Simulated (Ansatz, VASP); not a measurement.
## NaRu3 in VASP and in Ansatz

```
Na Ru
1.0
     5.58457    0.00000    0.00000
    -2.79229    4.83638    0.00000
     0.00000    0.00000    2.39375
Na Ru
1 3
Cartesian
  0.0000 0.0000 1.1969
  2.7923 0.0000 1.1969
  -1.3961 2.4182 1.1969
  1.3961 2.4182 1.1969
```

Alike in both runs: functional PBE; k mesh 6 × 6 × 4; occupations gaussian, width 0.1 eV; no spin polarisation.

Ansatz relaxed the structure, and its values are those at the end. VASP's run is a single point on that final structure, the one shown.

|  | VASP | Ansatz |
| --- | --- | --- |
| version | VASP 6.6.1 | Ansatz 0.2.0 |
| potentials or method | VASP PAW PBE potentials, release 64 (Na_pv, Ru_pv), cutoff 520 eV | scalar-relativistic, plane waves, PAW |
| valence electrons in the cell | 49 | 57 |

Ansatz gave:

```
gap on the k mesh at the Fermi level (eV) : none
pressure (GPa)                            : 0.1
```

Problem. What did VASP give for the same quantities?

Solution. gap on the k mesh at the Fermi level (eV): none; pressure (GPa): 0.2.

A gap of «none» marks a metal or a gap that the smearing closes. With one functional, cell and mesh, what is left measures potentials, basis and numerics. VASP's potentials hold 49 valence electrons a cell and Ansatz's 57, so a difference there can come from the potentials and not from the codes.

The k mesh is coarse, so the values compare programs but aren't converged.
